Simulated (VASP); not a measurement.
Here is a VASP 6.6.1 calculation.

INCAR

```
SYSTEM = NbNO3
  PREC = Accurate
  ENCUT = 520
  EDIFF = 1E-6
  ISMEAR = 1
  SIGMA = 0.0258
  LREAL = .False.
  LASPH = .True.
  NELM = 80
  ALGO = Normal
  ISIF = 2
  LWAVE = .False.
  LCHARG = .False.
  GGA = PE
  NBANDS = 47
```

File KPOINTS:

```
regular mesh
0
Gamma
  5 5 5
  0 0 0
```

The input POSCAR:

```
NbNO3
1.0
    1.9457890000     -4.3651950000      0.0000000000
    0.0000000000      2.6162640000     -3.9995270000
    5.8693410000      0.0000000000      0.0000000000
Nb N O
2 2 6
Direct
    0.0000000000      0.0000000000      0.0000000000
    0.0000000000      0.5000000000      0.5000000000
    0.5000000000      0.7500000000      0.7500000000
    0.5000000000      0.2500000000      0.2500000000
    0.9860000000      0.7500000000      0.7500000000
    0.5000000000      0.2360000000      0.7500000000
    0.0140000000      0.2640000000      0.7500000000
    0.0140000000      0.2500000000      0.2500000000
    0.5000000000      0.7640000000      0.2500000000
    0.9860000000      0.7360000000      0.2500000000
```

Potentials or basis: VASP PAW PBE potentials, release 64 (Nb_sv, N, O).

Run with:

```console
$ cat potpaw_PBE.64/Nb_sv/POTCAR potpaw_PBE.64/N/POTCAR potpaw_PBE.64/O/POTCAR > POTCAR
$ mpirun -np 1 vasp_std > vasp.out
```

Estimate the pressure.

35.7 GPa.

What does it give for the largest force?

0.713 eV/Å.

What does it give for the band gap on the k mesh?

Zero (band 36 reaches 5.26 eV, above the bottom of band 37 at 4.75 eV).

Stress tensor (GPa, compression positive):
```
35.10 -0.47 -0.31
-0.47 35.95 -0.14
-0.31 -0.14 36.07
```
